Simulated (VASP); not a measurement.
## SrO: relaxation of cell and atoms with PBE+D3(BJ)

SrO:

```
CELL_PARAMETERS angstrom
0.00000 2.56630 2.56630
2.56630 0.00000 2.56630
2.56630 2.56630 0.00000
ATOMIC_POSITIONS crystal
Sr 0.50000 0.50000 0.50000
O 0.00000 0.00000 0.00000
```

```json
{
  "Program": "VASP 6.6.1",
  "Task": "relaxation of cell and atoms",
  "Functional": "PBE",
  "Dispersion": "D3(BJ)",
  "Potentials or basis": "VASP PAW PBE potentials, release 64 (Sr_sv, O)",
  "Cutoff": "600 eV",
  "k mesh": "9 × 9 × 9",
  "Occupations": "fermi-dirac, width 0.05 eV",
  "Spin": "no spin polarisation",
  "Dipole correction": "no",
  "Further INCAR settings": "ALGO = Normal; EDIFF = 1e-06; IBRION = 2; EDIFFG = -0.02; NSW = 80; ISIF = 3"
}
```

- Relaxed volume: 17.16 Å³/atom
- Relaxed cell: a = 3.648 Å, b = 3.648 Å, c = 3.648 Å, α = 60.00°, β = 60.00°, γ = 60.00°
- Space group after relaxing (to 0.1 Å): Fm-3m (No. 225)
- Energy gained by relaxing: 1.1 meV/atom
- Ionic steps: 3
- Pressure after relaxing: 0.0 GPa
- Band gap on the k mesh: 3.33 eV (least direct gap 3.43 eV)
- Dispersion energy per atom: -0.243 eV

The path:
```
step  energy change (eV)  largest force (eV/Å)  pressure (GPa)  volume (Å³)
   1              0.0000                0.0000            1.40        33.80
   2             -0.0018                0.0000           -0.55        34.53
   3             -0.0022                0.0000            0.01        34.32
```

Final structure:
```
Sr O
1.0
     0.00000    2.57922    2.57922
     2.57922    0.00000    2.57922
     2.57922    2.57922    0.00000
Sr O
1 1
Direct
  0.50000 0.50000 0.50000
  0.00000 0.00000 0.00000
```

Levels at points of the mesh, in eV from the valence-band top:
```csv
k point,band 6,band 7,band 8,band 9,band 10,band 11
"(0.00, 0.00, 0.00)",0.00,0.00,0.00,3.92,6.19,6.19
```

Run time: 64 s on 1 thread of Intel(R) Xeon(R) Platinum 8259CL CPU @ 2.50GHz (Skylake/Cascade Lake) (shared host), peak memory 0.19 GiB.

Caveat: an odd mesh through Γ misses points on the zone boundary, where band edges can lie. Zero-point motion and thermal expansion aren't in these numbers.
